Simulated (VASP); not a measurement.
# PbF2 (Fm-3m) in VASP: a series of runs

PbF2 is run at these levels: PBE+D3(BJ); tasks: single point, relaxation of cell and atoms.

All numbers are computed with VASP 6.6.1; they aren't measurements. Logs are shortened: lines on timing, memory, paths and dates and some standing lists are left out, and cuts for length are marked.

### Step 1. The cell of the first run

It takes space group Fm-3m (No. 225, cubic). The conventional cell has a = 6.021 Å, b = 6.021 Å, c = 6.021 Å, α = 90.00°, β = 90.00°, γ = 90.00°. Pb (site symmetry m-3m) has 8 F at 2.61 Å within 3.4 Å. F (site symmetry -43m) has 4 Pb at 2.61 Å and 6 F at 3.01 Å within 3.4 Å.

### Step 2. Single point, PBE+D3(BJ) (18.19 Å³/atom)

Contents of INCAR:

```
ALGO     = Normal         # electronic algorithm
EDIFF    = 1E-6           # SCF threshold, eV
ENCUT    = 520            # plane-wave cutoff, eV
GGA      = PE             # functional
ISIF     = 2              # what is computed and relaxed
ISMEAR   = 0              # smearing method
IVDW     = 12             # dispersion correction
LASPH    = T              # aspherical terms in the spheres
LCHARG   = F              # write CHGCAR
LREAL    = F              # projectors in reciprocal space
LWAVE    = F              # write WAVECAR
NBANDS   = 21             # bands
NELM     = 60             # most SCF steps
PREC     = Accurate       # precision mode
SIGMA    = 0.02           # smearing width, eV
```

Contents of KPOINTS:

```
k-points
0
Gamma
  8 8 8
```

Contents of POSCAR:

```
PbF2
1.0
    0.0000000000      3.0106758636      3.0106758636
    3.0106758636      0.0000000000      3.0106758636
    3.0106758636      3.0106758636      0.0000000000
Pb F
1 2
Direct
    0.0000000000      0.0000000000      0.0000000000
    0.2500000000      0.2500000000      0.2500000000
    0.7500000000      0.7500000000      0.7500000000
```

Potentials or basis: VASP PAW PBE potentials, release 64 (Pb_d, F).

Started as:

```
> cat potpaw_PBE.64/Pb_d/POTCAR potpaw_PBE.64/F/POTCAR > POTCAR
> mpirun -np 1 vasp_std > vasp.out
```

OUTCAR:

```text
EDIFF = 1E-6
   ENCUT = 520
   GGA = PE
   ISIF = 2
   ISMEAR = 0
   IVDW = 12
   LASPH = T
   LREAL = F
   NELM = 60
   PREC = Accurate
 IVDW          = 12

 ion  position               nearest neighbor table
   1  0.000  0.000  0.000-   3 2.61   3 2.61   3 2.61   2 2.61   3 2.61   2 2.61   2 2.61   2 2.61

   2  0.250  0.250  0.250-   1 2.61   1 2.61   1 2.61   1 2.61
   3  0.750  0.750  0.750-   1 2.61   1 2.61   1 2.61   1 2.61

  LATTYP: Found a face centered cubic cell.
 ALAT       =     6.0213517272

  Lattice vectors:

 A1 = (   0.0000000000,   3.0106758636,   3.0106758636)
 A2 = (   3.0106758636,   0.0000000000,   3.0106758636)
 A3 = (   3.0106758636,   3.0106758636,   0.0000000000)

Analysis of symmetry for initial positions (statically):
=====================================================================
 Subroutine PRICEL returns:
 Original cell was already a primitive cell.

 Routine SETGRP: Setting up the symmetry group for a
 face centered cubic supercell.

 Subroutine GETGRP returns: Found 48 space group operations
 (whereof 48 operations were pure point group operations)
 out of a pool of 48 trial point group operations.

The static configuration has the point symmetry O_h .

Analysis of symmetry for dynamics (positions and initial velocities):
=====================================================================
 Subroutine PRICEL returns:
 Original cell was already a primitive cell.

 Routine SETGRP: Setting up the symmetry group for a
 face centered cubic supercell.

 Subroutine GETGRP returns: Found 48 space group operations
 (whereof 48 operations were pure point group operations)
 out of a pool of 48 trial point group operations.

The dynamic configuration has the point symmetry O_h .

 Subroutine INISYM returns: Found 48 space group operations
 (whereof 48 operations are pure point group operations),
 and found     1 'primitive' translations

----------------------------------------------------------------------------------------

                                     Primitive cell

  volume of cell :      54.5786

  direct lattice vectors                    reciprocal lattice vectors
     0.000000000  3.010675864  3.010675864    -0.166075666  0.166075666  0.166075666
     3.010675864  0.000000000  3.010675864     0.166075666 -0.166075666  0.166075666
     3.010675864  3.010675864  0.000000000     0.166075666  0.166075666 -0.166075666

  length of vectors
     4.257738638  4.257738638  4.257738638     0.287651492  0.287651492  0.287651492

  position of ions in fractional coordinates (direct lattice)
     0.000000000  0.000000000  0.000000000
     0.250000000  0.250000000  0.250000000
     0.750000000  0.750000000  0.750000000

  ion indices of the primitive-cell ions
   primitive index   ion index
                 1           1
                 2           2
                 3           3

----------------------------------------------------------------------------------------

 KPOINTS: k-points

Automatic generation of k-mesh.
 Grid dimensions read from file:
 generate k-points for:    8    8    8

 Generating k-lattice:

  Cartesian coordinates                     Fractional coordinates (reciprocal lattice)
    -0.020759458  0.020759458  0.020759458     0.125000000  0.000000000  0.000000000
     0.020759458 -0.020759458  0.020759458     0.000000000  0.125000000  0.000000000
     0.020759458  0.020759458 -0.020759458     0.000000000  0.000000000  0.125000000

  Length of vectors
     0.035956436  0.035956436  0.035956436

  Shift w.r.t. Gamma in fractional coordinates (k-lattice)
     0.000000000  0.000000000  0.000000000

 Subroutine IBZKPT returns following result:
 ===========================================

 Found     29 irreducible k-points:

 Following reciprocal coordinates:
            Coordinates               Weight
  0.000000  0.000000  0.000000      1.000000
  0.125000  0.000000  0.000000      8.000000
  0.250000  0.000000  0.000000      8.000000
  0.375000  0.000000  0.000000      8.000000
  0.500000  0.000000  0.000000      4.000000
  0.125000  0.125000  0.000000      6.000000
[... 16 lines left out ...]
  0.500000  0.250000  0.125000     48.000000
 -0.375000  0.250000  0.125000     24.000000
 [... further k-points ...]
   k-points           NKPTS =     29   k-points in BZ     NKDIM =     29   number of bands    NBANDS=     21
   number of dos      NEDOS =    301   number of ions     NIONS =      3
   total plane-waves  NPLWV =  32768
   dimension x,y,z NGX =    32 NGY =   32 NGZ =   32
   dimension x,y,z NGXF=    64 NGYF=   64 NGZF=   64
   ions per type =               1   2
   NGX,Y,Z   is equivalent  to a cutoff of  12.49, 12.49, 12.49 a.u.
   NGXF,Y,Z  is equivalent  to a cutoff of  24.99, 24.99, 24.99 a.u.
 SYSTEM =  unknown system
   PREC   = accura    normal or accurate (medium, high low for compatibility)
   ISTART =      0    job   : 0-new  1-cont  2-samecut
[... 35 lines left out ...]
  volume of cell :       54.58
 maximum number of plane-waves:      1480
   NGX = 15   NGY = 15   NGZ = 15

 number of electron      28.0000033 magnetization

 Free energy of the ion-electron system (eV)
  ---------------------------------------------------
  ext. energy  EPLUGINS =         0.00000000
  ---------------------------------------------------
  free energy    TOTEN  =       -14.35016351 eV

  energy without entropy =      -14.35016351  energy(sigma->0) =      -14.35016351

 E-fermi :   1.4105     XC(G=0):  -9.1731

 val. band max:        1.3257265449   @ k =  -0.2500   0.5000   0.2500
 cond. band min:       5.7433225887   @ k =   0.5000   0.5000   0.0000
 fundamental gap:      4.4175960437
 Fermi energy:         1.4105405345

 k-point     1 :       0.0000    0.0000    0.0000
  band No.  band energies     occupation
      1     -19.4000      2.00000
      2     -18.8587      2.00000
      3     -13.0689      2.00000
      4     -13.0689      2.00000
      5     -13.0689      2.00000
      6     -13.0306      2.00000
[... 13 lines left out ...]
     20      16.3703      0.00000
     21      18.5135      0.00000

 k-point     2 :       0.1250    0.0000    0.0000
  band No.  band energies     occupation
      1     -19.3739      2.00000
      2     -18.8819      2.00000
      3     -13.0640      2.00000
      4     -13.0640      2.00000
      5     -13.0428      2.00000
      6     -13.0303      2.00000
[... 13 lines left out ...]
     20      15.9509      0.00000
     21      18.0100      0.00000

 k-point     3 :       0.2500    0.0000    0.0000
  band No.  band energies     occupation
      1     -19.3049      2.00000
      2     -18.9436      2.00000
      3     -13.0575      2.00000
      4     -13.0575      2.00000
      5     -13.0243      2.00000
      6     -13.0243      2.00000
[... 13 lines left out ...]
     20      15.3909      0.00000
     21      16.7951      0.00000

 k-point     4 :       0.3750    0.0000    0.0000
  band No.  band energies     occupation
      1     -19.2162      2.00000
      2     -19.0234      2.00000
      3     -13.0581      2.00000
      4     -13.0581      2.00000
      5     -13.0111      2.00000
      6     -13.0111      2.00000
[... 13 lines left out ...]
     20      15.0736      0.00000
     21      15.7392      0.00000

 k-point     5 :       0.5000    0.0000    0.0000
  band No.  band energies     occupation
      1     -19.1485      2.00000
      2     -19.0869      2.00000
      3     -13.0594      2.00000
      4     -13.0594      2.00000
      5     -13.0046      2.00000
      6     -13.0046      2.00000
[... 13 lines left out ...]
     20      14.9825      0.00000
     21      15.2995      0.00000
[... 382 lines left out ...]
     20      18.0236      0.00000
     21      18.4882      0.00000

 k-point    22 :       0.3750    0.2500    0.1250
  band No.  band energies     occupation
      1     -19.2567      2.00000
      2     -18.9843      2.00000
      3     -13.0453      2.00000
      4     -13.0372      2.00000
      5     -13.0330      2.00000
      6     -13.0075      2.00000
[... 13 lines left out ...]
     20      16.3676      0.00000
     21      17.2170      0.00000

 k-point    23 :       0.5000    0.2500    0.1250
  band No.  band energies     occupation
      1     -19.1861      2.00000
      2     -19.0458      2.00000
      3     -13.0461      2.00000
      4     -13.0372      2.00000
      5     -13.0165      2.00000
      6     -12.9876      2.00000
[... 13 lines left out ...]
     20      16.9119      0.00000
     21      17.5041      0.00000

 k-point    24 :      -0.3750    0.2500    0.1250
  band No.  band energies     occupation
      1     -19.1293      2.00000
      2     -19.0985      2.00000
      3     -13.0462      2.00000
      4     -13.0389      2.00000
      5     -13.0070      2.00000
      6     -12.9797      2.00000
[... 13 lines left out ...]
     20      17.0965      0.00000
     21      17.6606      0.00000

 [... further k-points ...]

------------------------ aborting loop because EDIFF is reached ----------------------------------------

 Edisp (eV)   -0.43968

 E8    (eV) :    -0.1898

  FORCE on cell =-STRESS in cart. coord.  units (eV):
  Direction    XX          YY          ZZ          XY          YZ          ZX
  --------------------------------------------------------------------------------------
  -------------------------------------------------------------------------------------
  Total      -0.72311    -0.72311    -0.72311     0.00000     0.00000     0.00000
  in kB     -21.22724   -21.22724   -21.22724     0.00000     0.00000     0.00000
  external pressure =      -21.23 kB  Pullay stress =        0.00 kB

 VOLUME and BASIS-vectors are now :
 -----------------------------------------------------------------------------
  energy-cutoff  :      520.00
  volume of cell :       54.58
      direct lattice vectors                 reciprocal lattice vectors
     0.000000000  3.010675864  3.010675864    -0.166075666  0.166075666  0.166075666
     3.010675864  0.000000000  3.010675864     0.166075666 -0.166075666  0.166075666
     3.010675864  3.010675864  0.000000000     0.166075666  0.166075666 -0.166075666

 POSITION                                       TOTAL-FORCE (eV/Angst)
 -----------------------------------------------------------------------------------
      0.00000      0.00000      0.00000         0.000000     -0.000000     -0.000000
      1.50534      1.50534      1.50534         0.000000      0.000000      0.000000
      4.51601      4.51601      4.51601        -0.000000     -0.000000     -0.000000
 -----------------------------------------------------------------------------------
    total drift:                                0.000000     -0.000000      0.000000

  FREE ENERGIE OF THE ION-ELECTRON SYSTEM (eV)
  ---------------------------------------------------
  free  energy   TOTEN  =       -14.7898475233 eV

  energy  without entropy=      -14.7898475233  energy(sigma->0) =      -14.78984752
```

It took 44 s on 1 thread of Intel Xeon Platinum 8259CL at 2.50GHz (Skylake/Cascade Lake), shared host; peak memory 0.19 GiB.

What came out:

```yaml
Free_energy: -14.7898 eV
Pressure: -2.1 GPa
Band_gap_on_the_k_mesh: 4.42 eV (least direct gap 4.56 eV)
Dispersion_energy_per_atom: -0.147 eV
```

Levels at points of the mesh, in eV from the valence-band top:
| k point | band 10 | band 11 | band 12 | band 13 | band 14 | band 15 | band 16 | band 17 | band 18 | band 19 |
| --- | --- | --- | --- | --- | --- | --- | --- | --- | --- | --- |
| (0.00, 0.00, 0.00) | -2.18 | -2.18 | -1.69 | -1.69 | -1.69 | 6.72 | 6.72 | 6.72 | 10.51 | 15.04 |
| (0.50, 0.00, 0.00) | -2.35 | -2.35 | -1.86 | -1.86 | 0.00 | 5.03 | 7.52 | 7.52 | 13.14 | 13.66 |
| (0.50, 0.50, 0.00) | -3.17 | -1.30 | -1.30 | -1.29 | -0.14 | 4.42 | 7.73 | 7.73 | 9.06 | 14.00 |

Caveat: spin-orbit coupling is left out, which moves the levels of the heavy elements. A k mesh can miss the band edges.

### Step 3. Single point, PBE+D3(BJ) (18.72 Å³/atom)

This run uses another cell than the first one, of 18.72 Å³/atom.

Contents of INCAR:

```
SYSTEM = PbF2
PREC = Accurate ; ENCUT = 520
EDIFF = 1E-6 ; ISMEAR = 0
SIGMA = 0.02 ; LREAL = .False.
LASPH = .True. ; NELM = 80
ALGO = Normal ; ISIF = 2
LWAVE = .False. ; LCHARG = .True.
GGA = PE ; IVDW = 12
LELF = .True. ; LVHAR = .True.
NBANDS = 21
```

Contents of KPOINTS:

```
regular mesh
0
Gamma
  8 8 8
  0 0 0
```

Contents of POSCAR:

```
PbF2
1.0
    0.0000000000      3.0396264460      3.0396264460
    3.0396264460      0.0000000000      3.0396264460
    3.0396264460      3.0396264460      0.0000000000
Pb F
1 2
Direct
    0.0000000000      0.0000000000      0.0000000000
    0.2500000000      0.2500000000      0.2500000000
    0.7500000000      0.7500000000      0.7500000000
```

Potentials or basis: VASP PAW PBE potentials, release 64 (Pb_d, F).

Started as:

```
> cat potpaw_PBE.64/Pb_d/POTCAR potpaw_PBE.64/F/POTCAR > POTCAR
> mpirun -np 1 vasp_std > vasp.out
```

Run time: 43 s. Hardware: 1 thread of Intel Xeon Platinum 8259CL at 2.50GHz (Skylake/Cascade Lake), shared host; peak memory 0.19 GiB.

The run converged. Its results:

```
Free energy                : -14.7634 eV
Pressure                   : -3.7 GPa
Band gap on the k mesh     : 4.39 eV (least direct gap 4.55 eV)
Dispersion energy per atom : -0.143 eV
```

Levels at points of the mesh, in eV from the valence-band top:
| k point | band 12 | band 13 | band 14 | band 15 | band 16 | band 17 |
| --- | --- | --- | --- | --- | --- | --- |
| (0.00, 0.00, 0.00) | -1.55 | -1.55 | -1.55 | 6.66 | 6.66 | 6.66 |
| (0.50, 0.00, 0.00) | -1.72 | -1.72 | 0.00 | 5.00 | 7.40 | 7.40 |
| (0.50, 0.50, 0.00) | -1.18 | -1.16 | -0.15 | 4.39 | 7.60 | 7.60 |

Caveat: the cell stands under tension; spin-orbit coupling is left out, which moves the levels of the heavy elements. A k mesh can miss the band edges.

### Step 4. Single point, PBE+D3(BJ) (19.43 Å³/atom)

This run uses another cell than the first one, of 19.43 Å³/atom.

Contents of INCAR:

```
SYSTEM = PbF2
PREC     = Accurate       ! precision mode
ENCUT    = 520            ! plane-wave cutoff, eV
EDIFF    = 1E-7           ! SCF threshold, eV
ISMEAR   = 0              ! smearing method
SIGMA    = 0.02           ! smearing width, eV
LREAL    = .FALSE.        ! projectors in reciprocal space
LASPH    = .TRUE.         ! aspherical terms in the spheres
NELM     = 60             ! most SCF steps
ALGO     = Normal         ! electronic algorithm
ISIF     = 2              ! what is computed and relaxed
LWAVE    = .FALSE.        ! write WAVECAR
LCHARG   = .FALSE.        ! write CHGCAR
GGA      = PE             ! functional
IVDW     = 12             ! dispersion correction
NBANDS   = 21             ! bands
```

Contents of KPOINTS:

```
Automatic mesh
0
G
  8 8 8
  0 0 0
```

Contents of POSCAR:

```
PbF2
1.0
    0.0000000000      3.0773896420      3.0773896420
    3.0773896420      0.0000000000      3.0773896420
    3.0773896420      3.0773896420      0.0000000000
Pb F
1 2
Direct
    0.0000000000      0.0000000000      0.0000000000
    0.2500000000      0.2500000000      0.2500000000
    0.7500000000      0.7500000000      0.7500000000
```

Started as:

```
> cat potpaw_PBE.64/Pb_d/POTCAR potpaw_PBE.64/F/POTCAR > POTCAR
> mpirun -np 1 vasp_std > vasp.out
```

Wall time 40 s (1 thread of Intel Xeon Platinum 8259CL at 2.50GHz (Skylake/Cascade Lake), shared host); peak memory 0.2 GiB.

It converged, with:

* Free energy: -14.7147 eV
* Pressure: -3.6 GPa
* Band gap on the k mesh: 4.36 eV (least direct gap 4.53 eV)
* Dispersion energy per atom: -0.141 eV

Levels at points of the mesh, in eV from the valence-band top:
| k point | band 11 | band 12 | band 13 | band 14 | band 15 | band 16 | band 17 | band 18 |
| --- | --- | --- | --- | --- | --- | --- | --- | --- |
| (0.00, 0.00, 0.00) | -1.84 | -1.38 | -1.38 | -1.38 | 6.56 | 6.56 | 6.56 | 10.27 |
| (0.50, 0.00, 0.00) | -1.97 | -1.54 | -1.54 | 0.00 | 4.96 | 7.24 | 7.24 | 12.96 |
| (0.50, 0.50, 0.00) | -1.03 | -1.03 | -1.01 | -0.17 | 4.36 | 7.42 | 7.42 | 9.11 |

Caveat: the cell stands under tension; spin-orbit coupling is left out, which moves the levels of the heavy elements. A k mesh can miss the band edges.

### Step 5. Relaxation of cell and atoms, PBE+D3(BJ)

This run uses another cell than the first one, of 17.35 Å³/atom.

Contents of INCAR:

```
SYSTEM = PbF2
PREC = Accurate
ENCUT = 600
EDIFF = 1E-6
ISMEAR = 0
SIGMA = 0.02
LREAL = .False.
LASPH = .True.
NELM = 60
ALGO = Normal
ISIF = 3
LWAVE = .False.
LCHARG = .False.
GGA = PE
IVDW = 12
IBRION = 2
NSW = 100
EDIFFG = -0.005
```

Contents of KPOINTS:

```
Automatic mesh
0
Gamma
  8 8 8
  0 0 0
```

Contents of POSCAR:

```
PbF2
1.0
    0.0000000000      2.9636600000      2.9636600000
    2.9636600000      0.0000000000      2.9636600000
    2.9636600000      2.9636600000      0.0000000000
Pb F
1 2
Direct
    0.0000000000      0.0000000000      0.0000000000
    0.2500000000      0.2500000000      0.2500000000
    0.7500000000      0.7500000000      0.7500000000
```

Started as:

```
> cat potpaw_PBE.64/Pb_d/POTCAR potpaw_PBE.64/F/POTCAR > POTCAR
> mpirun -np 1 vasp_std > vasp.out
```

Wall time 2.1 min (1 thread of Intel Xeon Platinum 8259CL at 2.50GHz (Skylake/Cascade Lake), shared host); peak memory 0.22 GiB.

It converged, with:

* Free energy: -14.8003 eV
* Relaxed volume: 17.60 Å³/atom
* Relaxed cell: a = 4.211 Å, b = 4.211 Å, c = 4.211 Å, α = 60.00°, β = 60.00°, γ = 60.00°
* Space group after relaxing (to 0.1 Å): Fm-3m (No. 225)
* Energy gained by relaxing: 0.8 meV/atom
* Ionic steps: 3
* Pressure after relaxing: 0.0 GPa
* Band gap on the k mesh: 4.42 eV (least direct gap 4.56 eV)
* Dispersion energy per atom: -0.151 eV

The path:
| step | energy change (eV) | largest force (eV/Å) | pressure (GPa) | volume (Å³) |
| --- | --- | --- | --- | --- |
| 1 | 0.0000 | 0.0000 | 1.05 | 52.06 |
| 2 | -0.0024 | 0.0000 | -0.15 | 52.93 |
| 3 | -0.0024 | 0.0000 | 0.02 | 52.81 |

Final structure:
```xyz
3
Lattice="0.0000 2.9779 2.9779 2.9779 0.0000 2.9779 2.9779 2.9779 0.0000" Properties=species:S:1:pos:R:3 pbc="T T T"
Pb    0.0000    0.0000    0.0000
F     1.4889    1.4889    1.4889
F     4.4668    4.4668    4.4668
```

Levels at points of the mesh, in eV from the valence-band top:
```tsv
k point	band 11	band 12	band 13	band 14	band 15	band 16	band 17	band 18
(0.00, 0.00, 0.00)	-2.38	-1.89	-1.89	-1.89	6.76	6.76	6.76	10.61
(0.50, 0.00, 0.00)	-2.58	-2.06	-2.06	-0.02	5.03	7.62	7.62	13.20
(0.50, 0.50, 0.00)	-1.48	-1.48	-1.47	-0.14	4.42	7.85	7.85	8.99
```

Caveat: spin-orbit coupling is left out, which moves the levels of the heavy elements.

### Step 6. Summary

| task | cell | cutoff (eV) | gap on the mesh (eV) | pressure (GPa) |
| --- | --- | --- | --- | --- |
| single point | a = 4.258 Å, angles 60.0°, 3 atoms | 520 | 4.42 | -2.1 |
| single point | a = 4.299 Å, angles 60.0°, 3 atoms | 520 | 4.39 | -3.7 |
| single point | a = 4.352 Å, angles 60.0°, 3 atoms | 520 | 4.36 | -3.6 |
| relaxation of cell and atoms | relaxed from a = 4.191 Å, angles 60.0°, 3 atoms | 600 | 4.42 | 0.0 |

Alike in all rows: level PBE+D3(BJ); potentials or basis VASP PAW PBE potentials, release 64 (Pb_d, F); no spin polarisation; k mesh 8 × 8 × 8; smearing gaussian 0.02 eV.

Caveats: spin-orbit coupling is left out, which moves the levels of the heavy elements; the cell stands under tension (at least some runs).

Absolute energies hang on the potentials; compare differences alone.
